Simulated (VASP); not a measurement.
# ReP2 (P4/mmm) in VASP: further runs, part 2 of 2

VASP 6.6.1. Earlier steps stand in the parts before.

## Step 4: Single point, PBE

This run uses another cell than the first one, of 16.90 Å³/atom, 1.059 times its volume.

Contents of INCAR:

```
  PREC = Accurate
  ENCUT = 520
  EDIFF = 1E-7
  ISMEAR = 0
  SIGMA = 0.1
  LREAL = F
  LASPH = T
  NELM = 100
  ALGO = Normal
  ISIF = 2
  LWAVE = F
  LCHARG = F
  GGA = PE
  NBANDS = 16
```

Contents of KPOINTS:

```
regular mesh
0
Gamma
  4 4 6
```

Contents of POSCAR:

```
ReP2
1.0
    4.1543346000      0.0000000000      0.0000000000
    0.0000000000      4.1543346000      0.0000000000
    0.0000000000      0.0000000000      2.9375581700
Re P
1 2
Direct
    0.0000000000      0.0000000000      0.0000000000
    0.5000000000      0.0000000000      0.5000000000
    0.0000000000      0.5000000000      0.5000000000
```

Potentials or basis: VASP PAW PBE potentials, release 64 (Re, P).

The run is started by

```
$ cat potpaw_PBE.64/Re/POTCAR potpaw_PBE.64/P/POTCAR > POTCAR
$ mpirun -np 1 vasp_std > vasp.out
```

OUTCAR:

```text
PREC = Accurate
   ENCUT = 520
   EDIFF = 1E-7
   ISMEAR = 0
   LREAL = F
   LASPH = T
   NELM = 100
   ISIF = 2
   GGA = PE

 ion  position               nearest neighbor table
   1  0.000  0.000  0.000-   2 2.54   3 2.54   2 2.54   3 2.54   3 2.54   3 2.54   2 2.54   2 2.54

   2  0.500  0.000  0.500-   1 2.54   1 2.54   1 2.54   1 2.54   3 2.94   3 2.94   3 2.94   3 2.94

   3  0.000  0.500  0.500-   1 2.54   1 2.54   1 2.54   1 2.54   2 2.94   2 2.94   2 2.94   2 2.94

  LATTYP: Found a simple tetragonal cell.
 ALAT       =     4.1543346000
 C/A-ratio  =     0.7071067819

  Lattice vectors:

 A1 = (   4.1543346000,   0.0000000000,   0.0000000000)
 A2 = (   0.0000000000,   4.1543346000,   0.0000000000)
 A3 = (   0.0000000000,   0.0000000000,   2.9375581700)

Analysis of symmetry for initial positions (statically):
=====================================================================
 Subroutine PRICEL returns:
 Original cell was already a primitive cell.

 Routine SETGRP: Setting up the symmetry group for a
 simple tetragonal supercell.

 Subroutine GETGRP returns: Found 16 space group operations
 (whereof 16 operations were pure point group operations)
 out of a pool of 16 trial point group operations.

The static configuration has the point symmetry D_4h.

Analysis of symmetry for dynamics (positions and initial velocities):
=====================================================================
 Subroutine PRICEL returns:
 Original cell was already a primitive cell.

 Routine SETGRP: Setting up the symmetry group for a
 simple tetragonal supercell.

 Subroutine GETGRP returns: Found 16 space group operations
 (whereof 16 operations were pure point group operations)
 out of a pool of 16 trial point group operations.
[... 117 lines left out ...]
   ISMEAR =     0;   SIGMA  =   0.10  broadening in eV -4-tet -1-fermi 0-gaus
   EFERMI_NEDOS =   21; number of points for ismear=-14 and -15
   IALGO  =     38    algorithm
   IMIX   =      4    mixing-type and parameters
     AMIX     =   0.40;   BMIX     =  1.00
     AMIX_MAG =   1.60;   BMIX_MAG =  1.00
  volume/ion in A,a.u.               =      16.90       114.04
  Fermi-wavevector in a.u.,A,eV,Ry     =   1.137351  2.149282 17.600064  1.293568
  Thomas-Fermi vector in A             =   2.274056
   LORBIT       =      0    0 simple, 1 ext, 2 COOP (PROOUT), +10 PAW based schemes
   GGA     = PE    functional components
   LHFCALC =     F    Hartree Fock is set to
   AEXX    =    0.0000 exact exchange contribution
   IVDW    =     0    specifies the selected vdW correction
   LEPSILON=     F    determine dielectric tensor
   LRPA    =     F    only Hartree local field effects (RPA)
 non-spin polarized calculation
 Gauss-broadening in eV      SIGMA  =   0.10
  energy-cutoff  :      520.00
  volume of cell :       50.70
 maximum number of plane-waves:      1382
 NGX is ok and might be reduce to    32
   NGX = 15   NGY = 15   NGZ = 11

 number of electron      17.0000004 magnetization

 Free energy of the ion-electron system (eV)
  ---------------------------------------------------
  ext. energy  EPLUGINS =         0.00000000
  ---------------------------------------------------
  free energy    TOTEN  =       -21.62258963 eV

  energy without entropy =      -21.61360881  energy(sigma->0) =      -21.61809922

 E-fermi :   7.4694     XC(G=0): -11.2380

 val. band max:        7.4502730995   @ k =   0.2500   0.0000   0.1667
 cond. band min:       7.5693894847   @ k =   0.5000   0.2500   0.0000
 fundamental gap:      0.1191163852
 Fermi energy:         7.4694467706

 k-point     1 :       0.0000    0.0000    0.0000
  band No.  band energies     occupation
      1      -6.8687      2.00000
      2      -3.0382      2.00000
      3       2.6592      2.00000
      4       2.6592      2.00000
      5       2.7130      2.00000
      6       5.4185      2.00000
[... 433 lines left out ...]
      3       2.0843      2.00000
      4       2.7877      2.00000
      5       2.7877      2.00000
      6       3.3331      2.00000
[... 8 lines left out ...]
     15      13.2011      0.00000
     16      18.4945      0.00000

------------------------ aborting loop because EDIFF is reached ----------------------------------------

  FORCE on cell =-STRESS in cart. coord.  units (eV):
  Direction    XX          YY          ZZ          XY          YZ          ZX
  --------------------------------------------------------------------------------------
  -------------------------------------------------------------------------------------
  Total       -3.6567607     -3.6567607      1.4287313      0.0000000      0.0000000     -0.0000000
  in kB     -115.5627069   -115.5627069     45.1514516      0.0000000      0.0000000     -0.0000000
  external PRESSURE =     -61.9913207 kB  Pullay stress =       0.0000000 kB

 VOLUME and BASIS-vectors are now :
 -----------------------------------------------------------------------------
  energy-cutoff  :      520.00
  volume of cell :       50.70
      direct lattice vectors                 reciprocal lattice vectors
     4.154334600  0.000000000  0.000000000     0.240712436  0.000000000  0.000000000
     0.000000000  4.154334600  0.000000000     0.000000000  0.240712436  0.000000000
     0.000000000  0.000000000  2.937558170     0.000000000  0.000000000  0.340418791

 POSITION                                       TOTAL-FORCE (eV/Angst)
 -----------------------------------------------------------------------------------
      0.00000      0.00000      0.00000         0.000000      0.000000      0.000000
      2.07717      0.00000      1.46878         0.000000      0.000000      0.000000
      0.00000      2.07717      1.46878         0.000000      0.000000      0.000000
 -----------------------------------------------------------------------------------
    total drift:                               -0.000000     -0.000000     -0.000000

  FREE ENERGIE OF THE ION-ELECTRON SYSTEM (eV)
  ---------------------------------------------------
  free  energy   TOTEN  =       -21.6225896300 eV

  energy  without entropy=      -21.6136088087  energy(sigma->0) =      -21.61809922
```

stdout:

```text
POSCAR found type information on POSCAR ReP
 POSCAR found :  2 types and       3 ions
 scaLAPACK will be used
 LDA part: xc-table for (Slater+PW92), standard interpolation
 POSCAR, INCAR and KPOINTS ok, starting setup
 FFT: planning ... GRIDC
 FFT: planning ... GRID_SOFT
 FFT: planning ... GRID
 WAVECAR not read
 entering main loop
```

It took 17 s on 1 thread of Intel Xeon Platinum 8259CL at 2.50GHz (Skylake/Cascade Lake), shared host; peak memory 0.17 GiB.

What came out:

```yaml
Free_energy: -21.6226 eV
Pressure: -6.2 GPa
```

Stress tensor (GPa, compression positive):
```
-11.56   0.00   0.00
  0.00 -11.56   0.00
  0.00   0.00   4.52
```

Caveat: the k points lie up to 0.38 Å⁻¹ apart; spin-orbit coupling is left out, which moves the levels of the heavy elements.

## Step 5: Relaxation of cell and atoms, PBE

This run uses another cell than the first one, of 16.90 Å³/atom, 1.059 times its volume.

Contents of INCAR:

```
PREC     = Accurate       # precision mode
ENCUT    = 600            # plane-wave cutoff, eV
EDIFF    = 1E-6           # SCF threshold, eV
ISMEAR   = 0              # smearing method
SIGMA    = 0.1            # smearing width, eV
LREAL    = F              # projectors in reciprocal space
LASPH    = T              # aspherical terms in the spheres
NELM     = 80             # most SCF steps
ALGO     = Normal         # electronic algorithm
ISIF     = 3              # what is computed and relaxed
LWAVE    = F              # write WAVECAR
LCHARG   = F              # write CHGCAR
GGA      = PE             # functional
IBRION   = 2              # ionic algorithm
NSW      = 90             # ionic steps
EDIFFG   = -0.04          # ionic threshold
```

Contents of KPOINTS:

```
Automatic mesh
0
Gamma
  4 4 6
```

POSCAR is that of step 4.

Potentials or basis: VASP PAW PBE potentials, release 64 (Re, P).

The run is started by

```
$ cat potpaw_PBE.64/Re/POTCAR potpaw_PBE.64/P/POTCAR > POTCAR
$ mpirun -np 1 vasp_std > vasp.out
```

OUTCAR:

```text
PREC = Accurate
   ENCUT = 600
   EDIFF = 1E-6
   ISMEAR = 0
   LREAL = F
   LASPH = T
   NELM = 80
   ISIF = 3
   GGA = PE
   IBRION = 2
   NSW = 90
   EDIFFG = -0.04

 ion  position               nearest neighbor table
   1  0.000  0.000  0.000-   2 2.54   3 2.54   2 2.54   3 2.54   3 2.54   3 2.54   2 2.54   2 2.54

   2  0.500  0.000  0.500-   1 2.54   1 2.54   1 2.54   1 2.54   3 2.94   3 2.94   3 2.94   3 2.94

   3  0.000  0.500  0.500-   1 2.54   1 2.54   1 2.54   1 2.54   2 2.94   2 2.94   2 2.94   2 2.94

  LATTYP: Found a simple tetragonal cell.
 ALAT       =     4.1543346000
 C/A-ratio  =     0.7071067819

  Lattice vectors:

 A1 = (   4.1543346000,   0.0000000000,   0.0000000000)
 A2 = (   0.0000000000,   4.1543346000,   0.0000000000)
 A3 = (   0.0000000000,   0.0000000000,   2.9375581700)

Analysis of symmetry for initial positions (statically):
=====================================================================
 Subroutine PRICEL returns:
 Original cell was already a primitive cell.

 Routine SETGRP: Setting up the symmetry group for a
 simple tetragonal supercell.

[... 160 lines left out ...]

 number of electron      17.0000002 magnetization

 Free energy of the ion-electron system (eV)
  ---------------------------------------------------
  ext. energy  EPLUGINS =         0.00000000
  ---------------------------------------------------
  free energy    TOTEN  =       -21.62356565 eV

  energy without entropy =      -21.61458618  energy(sigma->0) =      -21.61907592

------------------------ aborting loop because EDIFF is reached ----------------------------------------

  FORCE on cell =-STRESS in cart. coord.  units (eV):
  Direction    XX          YY          ZZ          XY          YZ          ZX
  --------------------------------------------------------------------------------------
  -------------------------------------------------------------------------------------
  Total       -3.6452617     -3.6452617      1.4397639      0.0000000      0.0000000      0.0000000
  in kB     -115.1993086   -115.1993086     45.5001108      0.0000000      0.0000000      0.0000000
  external PRESSURE =     -61.6328354 kB  Pullay stress =       0.0000000 kB
[... 135 lines left out ...]
--------------------------------------- Ionic step        5  -------------------------------------------

 number of electron      16.9999999 magnetization

 Free energy of the ion-electron system (eV)
  ---------------------------------------------------
  ext. energy  EPLUGINS =         0.00000000
  ---------------------------------------------------
  free energy    TOTEN  =       -21.83135407 eV

  energy without entropy =      -21.82314760  energy(sigma->0) =      -21.82725083

 E-fermi :   8.1663     XC(G=0): -11.5057

 val. band max:        8.0355960048   @ k =   0.2500   0.0000   0.3333
 cond. band min:       8.2185360767   @ k =   0.2500   0.0000   0.1667
 fundamental gap:      0.1829400719
 Fermi energy:         8.1662599529

 k-point     1 :       0.0000    0.0000    0.0000
  band No.  band energies     occupation
      1      -6.6907      2.00000
      2      -1.9578      2.00000
      3       3.2230      2.00000
      4       3.2230      2.00000
      5       3.3763      2.00000
      6       6.2063      2.00000
      7       6.7023      2.00000
      8       6.7023      2.00000
      9       7.8128      2.00000
     10       9.9509      0.00000
     11       9.9509      0.00000
     12      10.0425      0.00000
[... 373 lines left out ...]
  FREE ENERGIE OF THE ION-ELECTRON SYSTEM (eV)
  ---------------------------------------------------
  free  energy   TOTEN  =       -21.8313540746 eV

  energy  without entropy=      -21.8231475950  energy(sigma->0) =      -21.82725083

 reached required accuracy - stopping structural energy minimisation
```

OSZICAR:

```text
N       E                     dE             d eps       ncg     rms          rms(c)
DAV:   1     0.588098628558E+02    0.58810E+02   -0.81755E+03   960   0.152E+03
DAV:   2    -0.178022234292E+02   -0.76612E+02   -0.71584E+02   948   0.270E+02
DAV:   3    -0.223437561238E+02   -0.45415E+01   -0.42853E+01   984   0.651E+01
[... 47 lines left out ...]
DAV:   3    -0.218316487120E+02    0.22765E-02   -0.77580E-03  1124   0.268E+00    0.325E-01
DAV:   4    -0.218313560384E+02    0.29267E-03   -0.98610E-04  1140   0.812E-01    0.109E-01
DAV:   5    -0.218313534458E+02    0.25926E-05   -0.65148E-05   952   0.965E-02    0.406E-02
DAV:   6    -0.218313543406E+02   -0.89483E-06   -0.14437E-05   928   0.910E-02    0.347E-03
DAV:   7    -0.218313540746E+02    0.26601E-06   -0.39641E-07   352   0.141E-02
   5 F= -.21831354E+02 E0= -.21827251E+02  d E =-.319981E-01
```

CONTCAR:

```text
ReP2
   1.00000000000000
     3.9603497537943211   -0.0000000000000000    0.0000000000000000
     0.0000000000000000    3.9603497537943211    0.0000000000000000
     0.0000000000000000   -0.0000000000000000    3.0657853836508870
  Re              P
     1     2
Direct
     0.0000000000000000    0.0000000000000000    0.0000000000000000
     0.5000000000000000    0.0000000000000000    0.5000000000000000
     0.0000000000000000    0.5000000000000000    0.5000000000000000

  0.00000000E+00  0.00000000E+00  0.00000000E+00
  0.00000000E+00  0.00000000E+00  0.00000000E+00
  0.00000000E+00  0.00000000E+00  0.00000000E+00
```

It took 1.9 min on 1 thread of AMD EPYC 7R13, shared host; peak memory 0.17 GiB.

What came out:

| Item | Value |
| --- | --- |
| Free energy | -21.8314 eV |
| Relaxed volume | 16.03 Å³/atom |
| Relaxed cell | a = 3.960 Å, b = 3.960 Å, c = 3.066 Å, α = 90.00°, β = 90.00°, γ = 90.00° |
| Space group after relaxing (to 0.05 Å) | P4/mmm (No. 123) |
| Energy gained by relaxing | 69.3 meV/atom |
| Ionic steps | 5 |
| Pressure after relaxing | -0.3 GPa |

Step by step:
```tsv
step	energy change (eV)	largest force (eV/Å)	pressure (GPa)	volume (Å³)
1	0.0000	0.0000	-6.16	50.70
2	-0.1523	0.0000	8.71	45.97
3	-0.1758	0.0000	3.95	47.18
4	-0.1925	0.0000	-2.84	48.68
5	-0.2078	0.0000	-0.30	48.08
```

Final structure:
```
Re P
1.0
     3.96035    0.00000    0.00000
     0.00000    3.96035    0.00000
     0.00000    0.00000    3.06579
Re P
1 2
Direct
  0.00000 0.00000 0.00000
  0.50000 0.00000 0.50000
  0.00000 0.50000 0.50000
```

Caveat: the k points lie up to 0.40 Å⁻¹ apart in the final cell; spin-orbit coupling is left out, which moves the levels of the heavy elements.

## Step 6: The runs side by side

```csv
task,cell,k mesh,cutoff (eV),gap on the mesh (eV),pressure (GPa),relaxed volume (Å³/atom)
single point,"a = 3.996, b = 3.996, c = 2.999 Å, 3 atoms",12 × 12 × 16,520,none,0.7,-
relaxation of cell and atoms,"relaxed from a = 3.953, b = 3.953, c = 3.060 Å, 3 atoms",12 × 12 × 16,600,none,0.0,16.03
single point,"a = 4.154, b = 4.154, c = 2.938 Å, 3 atoms",4 × 4 × 6,520,none,-6.2,-
relaxation of cell and atoms,"relaxed from a = 4.154, b = 4.154, c = 2.938 Å, 3 atoms",4 × 4 × 6,600,none,-0.3,16.03
```

Alike in all rows: level PBE; potentials or basis VASP PAW PBE potentials, release 64 (Re, P); no spin polarisation; smearing gaussian 0.1 eV.

Caveats: some runs use coarse meshes; spin-orbit coupling is left out, which moves the levels of the heavy elements.

Absolute energies hang on the potentials; compare differences alone.
